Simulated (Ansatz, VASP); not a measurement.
**Mo: VASP beside Ansatz**

```
Mo
1.0
     4.40066    0.00000    0.00000
    -2.20033    3.81108    0.00000
     0.00000    0.00000   19.59310
Mo
5
Direct
  0.83333 0.16667 0.42149
  0.16667 0.83333 0.45737
  0.50000 0.50000 0.50000
  0.83333 0.16667 0.54263
  0.16667 0.83333 0.57851
```

Alike in both runs: task single point; functional LDA; k mesh 9 × 9 × 1; occupations fermi-dirac, width 0.1 eV; no spin polarisation.

```csv
,VASP,Ansatz
version,VASP 6.6.1,Ansatz 0.2.0
potentials or method,"VASP PAW LDA potentials, release 64 (Mo_sv)","PAW with Ansatz's default frozen-core files, scalar-relativistic"
plane-wave cutoff (eV),520,420
valence electrons in the cell,70,70
```

|  | VASP | Ansatz | Ansatz less VASP |
| --- | --- | --- | --- |
| rms of the force components (eV/Å) | 0.074 | 0.000 | -0.0732 |

LDA's correlation is that of Perdew and Zunger in VASP and of Perdew and Wang (1992) in Ansatz. Atom by atom the forces differ by 0.073 eV/Å (rms over components). Ansatz's warnings: structure snapped to symmetry.
